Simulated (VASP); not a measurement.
# FeSi (Pnma) in VASP: relaxation of cell and atoms with PBEsol

Aim: the relaxation of cell and atoms of FeSi with PBEsol.

All numbers are computed with VASP 6.6.1; they aren't measurements. Logs are shortened: lines on timing, memory, paths and dates and some standing lists are left out, and cuts for length are marked.

### Step 1. The cell of the first run

It takes space group Pnma (No. 62, orthorhombic). Conventional cell: a = 5.202 Å, b = 3.433 Å, c = 5.652 Å, α = 90.00°, β = 90.00°, γ = 90.00°. Within 3.2 Å of Si (site symmetry m) lie 6 Fe at 2.31 to 2.43 Å and 4 Si at 2.71 to 3.19 Å. Fe (site symmetry m) has 6 Si at 2.31 to 2.43 Å and 4 Fe at 2.70 to 2.73 Å within 3.1 Å.

### Step 2. Relaxation of cell and atoms, PBEsol, collinear spin, ferromagnetic start

Contents of INCAR:

```
SYSTEM = FeSi
  ALGO = Fast
  EDIFF = 1E-6
  EDIFFG = -0.05
  ENCUT = 600
  GGA = PS
  IBRION = 2
  ISIF = 3
  ISMEAR = 0
  ISPIN = 2
  LASPH = .TRUE.
  LCHARG = .FALSE.
  LMAXMIX = 4
  LORBIT = 11
  LREAL = .FALSE.
  LWAVE = .FALSE.
  MAGMOM = 0 0 0 0 1.58 1.58 1.58 1.58
  NELM = 150
  NSW = 80
  PREC = Accurate
  SIGMA = 0.1
```

Contents of KPOINTS:

```
k-points
0
G
  4 6 4
  0 0 0
```

Contents of POSCAR:

```
FeSi
1.0
    5.2017641172      0.0000000000      0.0000000000
    0.0000000000      3.4329647588      0.0000000000
    0.0000000000      0.0000000000      5.6516193242
Si Fe
4 4
Direct
    0.3214276650      0.7500000000      0.0865554854
    0.1785723350      0.2500000000      0.5865554854
    0.8214276650      0.7500000000      0.4134445146
    0.6785723350      0.2500000000      0.9134445146
    0.0093007264      0.2500000000      0.1873863648
    0.4906992736      0.7500000000      0.6873863648
    0.5093007264      0.2500000000      0.3126136352
    0.9906992736      0.7500000000      0.8126136352
```

Potentials or basis: VASP PAW PBE potentials, release 64 (Si, Fe).

Run with:

```bash
$ cat potpaw_PBE.64/Si/POTCAR potpaw_PBE.64/Fe/POTCAR > POTCAR
$ mpirun -np 1 vasp_std > vasp.out
```

OUTCAR:

```text
SYSTEM = FeSi
   EDIFF = 1E-6
   EDIFFG = -0.05
   ENCUT = 600
   GGA = PS
   IBRION = 2
   ISIF = 3
   ISMEAR = 0
   ISPIN = 2
   LASPH = .TRUE.
   LORBIT = 11
   LREAL = .FALSE.
   NELM = 150
   NSW = 80
   PREC = Accurate

 ion  position               nearest neighbor table
   1  0.321  0.750  0.087-   8 2.31   7 2.35   7 2.35   6 2.42   5 2.43   5 2.43   4 2.71   4 2.71

   2  0.179  0.250  0.587-   7 2.31   8 2.35   8 2.35   5 2.42   6 2.43   6 2.43   3 2.71   3 2.71

   3  0.821  0.750  0.413-   6 2.31   5 2.35   5 2.35   8 2.42   7 2.43   7 2.43   2 2.71   2 2.71

   4  0.679  0.250  0.913-   5 2.31   6 2.35   6 2.35   7 2.42   8 2.43   8 2.43   1 2.71   1 2.71

   5  0.009  0.250  0.187-   4 2.31   3 2.35   3 2.35   2 2.42   1 2.43   1 2.43   7 2.70   7 2.70
                             8 2.73   8 2.73
   6  0.491  0.750  0.687-   3 2.31   4 2.35   4 2.35   1 2.42   2 2.43   2 2.43   8 2.70   8 2.70
                             7 2.73   7 2.73
   7  0.509  0.250  0.313-   2 2.31   1 2.35   1 2.35   4 2.42   3 2.43   3 2.43   5 2.70   5 2.70
                             6 2.73   6 2.73
   8  0.991  0.750  0.813-   1 2.31   2 2.35   2 2.35   3 2.42   4 2.43   4 2.43   6 2.70   6 2.70
                             5 2.73   5 2.73

  LATTYP: Found a simple orthorhombic cell.
 ALAT       =     3.4329647588
 B/A-ratio  =     1.5152395910
 C/A-ratio  =     1.6462794469

  Lattice vectors:

 A1 = (   0.0000000000,  -3.4329647588,   0.0000000000)
 A2 = (   5.2017641172,   0.0000000000,   0.0000000000)
 A3 = (   0.0000000000,   0.0000000000,   5.6516193242)

Analysis of symmetry for initial positions (statically):
=====================================================================
 Subroutine PRICEL returns:
 Original cell was already a primitive cell.

 Routine SETGRP: Setting up the symmetry group for a
 simple orthorhombic supercell.

 Subroutine GETGRP returns: Found  8 space group operations
 (whereof  2 operations were pure point group operations)
 out of a pool of  8 trial point group operations.

The static configuration has the point symmetry S_2 .
 The point group associated with its full space group is D_2h.

Analysis of symmetry for dynamics (positions and initial velocities):
=====================================================================
 Subroutine PRICEL returns:
 Original cell was already a primitive cell.

 Routine SETGRP: Setting up the symmetry group for a
 simple orthorhombic supercell.

 Subroutine GETGRP returns: Found  8 space group operations
 (whereof  2 operations were pure point group operations)
 out of a pool of  8 trial point group operations.

The dynamic configuration has the point symmetry S_2 .
 The point group associated with its full space group is D_2h.

Analysis of structural, dynamic, and magnetic symmetry:
=====================================================================
 Subroutine PRICEL returns:
 Original cell was already a primitive cell.

 Routine SETGRP: Setting up the symmetry group for a
 simple orthorhombic supercell.

 Subroutine GETGRP returns: Found  8 space group operations
 (whereof  2 operations were pure point group operations)
 out of a pool of  8 trial point group operations.

The overall configuration has the point symmetry S_2 .
 The point group associated with its full space group is D_2h.

 Subroutine INISYM returns: Found  8 space group operations
 (whereof  2 operations are pure point group operations),
 and found     1 'primitive' translations

----------------------------------------------------------------------------------------

                                     Primitive cell

  volume of cell :     100.9236

  direct lattice vectors                    reciprocal lattice vectors
     5.201764117  0.000000000  0.000000000     0.192242473  0.000000000  0.000000000
     0.000000000  3.432964759  0.000000000     0.000000000  0.291293407  0.000000000
     0.000000000  0.000000000  5.651619324     0.000000000  0.000000000  0.176940438

  length of vectors
     5.201764117  3.432964759  5.651619324     0.192242473  0.291293407  0.176940438

[... 71 lines left out ...]
  0.250000  0.500000  0.250000      4.000000
  0.500000  0.500000  0.250000      2.000000
 [... further k-points ...]
   k-points           NKPTS =     36   k-points in BZ     NKDIM =     36   number of bands    NBANDS=     32
   number of dos      NEDOS =    301   number of ions     NIONS =      8
   total plane-waves  NPLWV =  56448
   dimension x,y,z NGX =    42 NGY =   28 NGZ =   48
   dimension x,y,z NGXF=    84 NGYF=   56 NGZF=   96
   ions per type =               4   4
   NGX,Y,Z   is equivalent  to a cutoff of  13.42, 13.56, 14.12 a.u.
   NGXF,Y,Z  is equivalent  to a cutoff of  26.85, 27.12, 28.24 a.u.
 SYSTEM =  FeSi
   PREC   = accura    normal or accurate (medium, high low for compatibility)
   ISTART =      0    job   : 0-new  1-cont  2-samecut
   ICHARG =      2    charge: 1-file 2-atom 10-const
   ISPIN  =      2    spin polarized calculation?
   LNONCOLLINEAR =      F non collinear calculations
   LSORBIT =      F    spin-orbit coupling
   LASPH  =      T    aspherical Exc in radial PAW
   ENCUT  =  600.0 eV  44.10 Ry    6.64 a.u.  10.39  6.86 11.29*2*pi/ulx,y,z
   NELM   =    150;   NELMIN=  2; NELMDL= -5     # of ELM steps
   EDIFF  = 0.1E-05   stopping-criterion for ELM
   LREAL  =      F    real-space projection
   EDIFFG = -.5E-01   stopping-criterion for IOM
   NSW    =     80    number of steps for IOM
   IBRION =      2    ionic relax: 0-MD 1-quasi-New 2-CG
   NFREE  =      1    steps in history (QN), initial steepest desc. (CG)
   ISIF   =      3    stress and relaxation
   ISYM   =      2    0-nonsym 1-usesym 2-fastsym
   POTIM  = 0.5000    time-step for ionic-motion
   TEBEG  =    0.0;   TEEND  =   0.0 temperature during run
   PSTRESS=    0.0 pullay stress
   NELECT =      48.0000    total number of electrons
   NUPDOWN=      -1.0000    fix difference up-down
   EMIN   =  10.00;   EMAX   =-10.00  energy-range for DOS
   EFERMI =   0.00;   METHOD = LEGACY
   ISMEAR =     0;   SIGMA  =   0.10  broadening in eV -4-tet -1-fermi 0-gaus
   EFERMI_NEDOS =   21; number of points for ismear=-14 and -15
   IALGO  =     68    algorithm
   IMIX   =      4    mixing-type and parameters
     AMIX     =   0.40;   BMIX     =  1.00
     AMIX_MAG =   1.60;   BMIX_MAG =  1.00
  volume/ion in A,a.u.               =      12.62        85.13
  Fermi-wavevector in a.u.,A,eV,Ry     =   1.277883  2.414848 22.218094  1.632984
  Thomas-Fermi vector in A             =   2.410457
   LORBIT       =     11    0 simple, 1 ext, 2 COOP (PROOUT), +10 PAW based schemes
   GGA     = PS    functional components
   LHFCALC =     F    Hartree Fock is set to
   AEXX    =    0.0000 exact exchange contribution
   IVDW    =     0    specifies the selected vdW correction
   LEPSILON=     F    determine dielectric tensor
   LRPA    =     F    only Hartree local field effects (RPA)
 conjugate gradient relaxation of ions
 spin polarized calculation
 RMM-DIIS sequential band-by-band and
 Gauss-broadening in eV      SIGMA  =   0.10
  energy-cutoff  :      600.00
  volume of cell :      100.92
 maximum number of plane-waves:      3395
 NGX is ok and might be reduce to    42
   NGX = 21   NGY = 13   NGZ = 23

--------------------------------------- Ionic step        1  -------------------------------------------

 number of electron      48.0000008 magnetization       5.4940114

 Free energy of the ion-electron system (eV)
  ---------------------------------------------------
  ext. energy  EPLUGINS =         0.00000000
  ---------------------------------------------------
  free energy    TOTEN  =       -61.48385586 eV

  energy without entropy =      -61.44348397  energy(sigma->0) =      -61.46366992

------------------------ aborting loop because EDIFF is reached ----------------------------------------

  FORCE on cell =-STRESS in cart. coord.  units (eV):
  Direction    XX          YY          ZZ          XY          YZ          ZX
  --------------------------------------------------------------------------------------
  -------------------------------------------------------------------------------------
  Total       -5.3011828     -9.0713822     -3.2180840      0.0000000      0.0000000      0.0000000
  in kB      -84.1570419   -144.0095006    -51.0875480      0.0000000      0.0000000      0.0000000
  external PRESSURE =     -93.0846968 kB  Pullay stress =       0.0000000 kB
[... 107 lines left out ...]
  FREE ENERGIE OF THE ION-ELECTRON SYSTEM (eV)
  ---------------------------------------------------
  free  energy   TOTEN  =       -61.7298766190 eV

  energy  without entropy=      -61.6909832621  energy(sigma->0) =      -61.71042994

[... ionic steps 4 to 19 ...]

--------------------------------------- Ionic step       20  -------------------------------------------

 number of electron      48.0000002 magnetization       0.0024650

------------------------ aborting loop because EDIFF is reached ----------------------------------------
[... 81 lines left out ...]
 number of electron      48.0000001 magnetization       0.0022184

 number of electron      48.0000001 magnetization      -0.0007215

 Free energy of the ion-electron system (eV)
  ---------------------------------------------------
  ext. energy  EPLUGINS =         0.00000000
  ---------------------------------------------------
  free energy    TOTEN  =       -62.59039455 eV

  energy without entropy =      -62.54873149  energy(sigma->0) =      -62.56956302

 E-fermi :   9.0295     XC(G=0): -12.7701

 val. band max:        9.0288057086   @ k =   0.0000   0.3333   0.0000
 cond. band min:       9.0316259183   @ k =   0.2500   0.1667   0.2500
 fundamental gap:      0.0028202097
 Fermi energy:         9.0294748622

 spin component 1

 k-point     1 :       0.0000    0.0000    0.0000
  band No.  band energies     occupation
      1      -3.8326      1.00000
      2      -1.4284      1.00000
      3       0.6769      1.00000
      4       0.9077      1.00000
      5       2.6486      1.00000
      6       2.6847      1.00000
[... 829 lines left out ...]
     31      12.2011      0.00000
     32      12.2011      0.00000

 [... further k-points ...]

 spin component 2

 k-point     1 :       0.0000    0.0000    0.0000
  band No.  band energies     occupation
      1      -3.8326      1.00000
      2      -1.4284      1.00000
      3       0.6769      1.00000
      4       0.9076      1.00000
      5       2.6485      1.00000
      6       2.6847      1.00000
[... 866 lines left out ...]
  FREE ENERGIE OF THE ION-ELECTRON SYSTEM (eV)
  ---------------------------------------------------
  free  energy   TOTEN  =       -62.5903945466 eV

  energy  without entropy=      -62.5487314858  energy(sigma->0) =      -62.56956302

 reached required accuracy - stopping structural energy minimisation

 total charge

# of ion       s       p       d       tot
------------------------------------------
    1        0.757   0.920   0.000   1.677
    2        0.757   0.920   0.000   1.677
    3        0.757   0.920   0.000   1.677
    4        0.757   0.920   0.000   1.677
    5        0.467   0.661   6.548   7.676
    6        0.467   0.661   6.548   7.676
    7        0.467   0.661   6.548   7.676
    8        0.467   0.661   6.548   7.676
--------------------------------------------------
tot          4.899   6.321  26.193  37.413

 magnetization (x)

# of ion       s       p       d       tot
------------------------------------------
    1       -0.000  -0.000   0.000  -0.000
    2       -0.000  -0.000   0.000  -0.000
    3       -0.000  -0.000   0.000  -0.000
    4       -0.000  -0.000   0.000  -0.000
    5       -0.000  -0.000  -0.000  -0.000
    6       -0.000  -0.000  -0.000  -0.000
    7       -0.000  -0.000  -0.000  -0.000
    8       -0.000  -0.000  -0.000  -0.000
--------------------------------------------------
tot         -0.000  -0.000  -0.000  -0.001
```

Run time: 87 min. Hardware: 1 thread of Oxide Virtual Turin-like, shared host; peak memory 0.37 GiB.

What came out:

| Property | Result |
| --- | --- |
| Free energy | -62.5904 eV |
| Relaxed volume | 11.23 Å³/atom |
| Relaxed cell | a = 5.519 Å, b = 2.742 Å, c = 5.934 Å, α = 90.00°, β = 90.00°, γ = 90.00° |
| Space group after relaxing (to 0.1 Å) | Pnma (No. 62) |
| Energy gained by relaxing | 138.3 meV/atom |
| Ionic steps | 22 |
| Pressure after relaxing | -0.1 GPa |
| Largest force after relaxing | 0.035 eV/Å |
| Band gap on the k mesh | zero (filled and empty bands overlap) |
| Net moment | 0.00 μB per cell |
| Valence electrons inside the program's atomic spheres | Si 1.68; Fe 7.68 |

Forces on the atoms (eV/Å):
```
Si   0.035  0.000 -0.001
Si  -0.035  0.000 -0.001
Si   0.035  0.000  0.001
Si  -0.035  0.000  0.001
Fe   0.005  0.000 -0.009
Fe  -0.005  0.000 -0.009
Fe   0.005  0.000  0.009
Fe  -0.005  0.000  0.009
```

Stress tensor (GPa, compression positive):
```
-0.05  0.00  0.00
 0.00 -0.01  0.00
 0.00  0.00 -0.12
```

The path:
```csv
step,energy change (eV),largest force (eV/Å),pressure (GPa),volume (Å³)
1,0.0000,0.2140,-9.31,100.92
2,-0.1660,0.4941,10.17,90.56
3,-0.2460,0.3944,2.16,94.15
4,-0.4298,0.5424,2.24,93.67
5,-0.5879,0.8544,3.93,91.62
6,-0.6324,0.7079,3.07,92.44
7,-0.7479,0.5667,-2.26,94.37
8,-0.7556,0.5527,-3.77,94.98
9,-0.8557,0.3181,-1.38,93.29
10,-0.9311,0.5543,-1.63,91.31
11,-0.6544,1.3817,8.83,87.32
12,-0.9444,0.6064,-0.40,90.72
13,-1.0022,0.5447,1.89,89.54
14,-1.0063,0.5398,2.56,89.18
15,-1.0632,0.3750,0.25,89.86
16,-1.0850,0.2345,-2.30,90.68
17,-1.0998,0.1586,-0.54,89.95
18,-1.1019,0.1165,0.47,89.56
19,-1.1044,0.0743,0.19,89.68
20,-1.1058,0.0788,-0.30,89.91
21,-1.1059,0.0656,-0.15,89.86
22,-1.1065,0.0353,-0.06,89.80
```

Final structure:
```yaml
crystal:
  lattice:
    - [5.51936, 0.00000, 0.00000]
    - [0.00000, 2.74213, 0.00000]
    - [0.00000, 0.00000, 5.93353]
  atoms:
    - { symbol: Si, position: [0.31289, 0.75000, 0.05437] }
    - { symbol: Si, position: [0.18711, 0.25000, 0.55437] }
    - { symbol: Si, position: [0.81289, 0.75000, 0.44563] }
    - { symbol: Si, position: [0.68711, 0.25000, 0.94563] }
    - { symbol: Fe, position: [0.00859, 0.25000, 0.18979] }
    - { symbol: Fe, position: [0.49141, 0.75000, 0.68979] }
    - { symbol: Fe, position: [0.50859, 0.25000, 0.31021] }
    - { symbol: Fe, position: [0.99141, 0.75000, 0.81021] }
```

Levels at points of the mesh, in eV from the Fermi level:
Spin up:
```csv
k point,band 20,band 21,band 22,band 23,band 24,band 25,band 26,band 27,band 28,band 29
"(0.00, 0.00, 0.00)",-0.79,-0.63,-0.37,0.06,0.10,0.12,0.15,0.50,1.59,2.48
"(0.50, 0.00, 0.00)",-0.87,-0.33,-0.33,-0.23,-0.23,0.13,0.13,1.61,1.61,3.96
"(0.00, 0.50, 0.00)",-0.99,-0.80,-0.80,-0.40,-0.40,0.79,0.79,0.97,0.97,1.44
"(0.50, 0.50, 0.00)",-1.53,-0.02,-0.02,-0.02,-0.02,0.86,0.86,0.86,0.86,2.69
"(0.00, 0.00, 0.50)",-0.94,-0.48,-0.48,-0.25,-0.25,0.02,0.02,1.11,1.11,3.89
"(0.50, 0.00, 0.50)",-1.01,-0.31,-0.31,-0.21,-0.21,-0.05,-0.05,1.72,1.72,3.45
"(0.00, 0.50, 0.50)",-1.38,-0.78,-0.78,-0.35,-0.35,0.42,0.42,1.19,1.19,1.90
"(0.50, 0.50, 0.50)",-1.44,-0.48,-0.48,-0.48,-0.48,0.92,0.92,0.92,0.92,3.99
```
Spin down:
```tsv
k point	band 22	band 23	band 24	band 25	band 26	band 27
(0.00, 0.00, 0.00)	-0.37	0.06	0.10	0.12	0.15	0.50
(0.50, 0.00, 0.00)	-0.33	-0.23	-0.23	0.13	0.13	1.61
(0.00, 0.50, 0.00)	-0.80	-0.40	-0.40	0.79	0.79	0.97
(0.50, 0.50, 0.00)	-0.02	-0.02	-0.02	0.86	0.86	0.86
(0.00, 0.00, 0.50)	-0.48	-0.25	-0.25	0.02	0.02	1.11
(0.50, 0.00, 0.50)	-0.31	-0.21	-0.21	-0.05	-0.05	1.72
(0.00, 0.50, 0.50)	-0.78	-0.35	-0.35	0.42	0.42	1.19
(0.50, 0.50, 0.50)	-0.48	-0.48	-0.48	0.92	0.92	0.92
```

Caveat: the moments typed at the start vanished in this run; a cell axis changed by over 15 % at a fixed basis, so the end point is rough; the PAW data sets were made with another functional, which shifts forces and pressure a little; the relaxation stopped at a loose force limit of 0.05 eV/Å, so its end isn't a converged minimum.
